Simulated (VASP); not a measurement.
Input of a VASP 6.6.1 run:

File INCAR:

```
PREC = Accurate
ENCUT = 520
EDIFF = 1E-6
ISMEAR = 0
SIGMA = 0.1
LREAL = F
LASPH = T
NELM = 80
ALGO = Normal
ISIF = 2
LWAVE = F
LCHARG = T
GGA = PE
LELF = T
LVHAR = T
NBANDS = 24
```

KPOINTS

```
regular mesh
0
Gamma
  8 8 8
```

File POSCAR:

```
CuI3
1.0
    5.0723736437      0.0000000000      0.0000000000
    0.0000000000      5.0723736437      0.0000000000
    0.0000000000      0.0000000000      5.0723736437
Cu I
1 3
Direct
    0.0000000000      0.0000000000      0.0000000000
    0.0000000000      0.5000000000      0.5000000000
    0.5000000000      0.0000000000      0.5000000000
    0.5000000000      0.5000000000      0.0000000000
```

Potentials or basis: VASP PAW PBE potentials, release 64 (Cu, I).

Command:

```bash
$ cat potpaw_PBE.64/Cu/POTCAR potpaw_PBE.64/I/POTCAR > POTCAR
$ mpirun -np 1 vasp_std > vasp.out
```

Q: Predict the band gap on the k mesh.

A: Zero (bands 16 and 17 overlap by 0.56 eV).

Q: Estimate the pressure.

A: 0.0 GPa.

Caveat: spin-orbit coupling is left out, which moves the levels of the heavy elements.
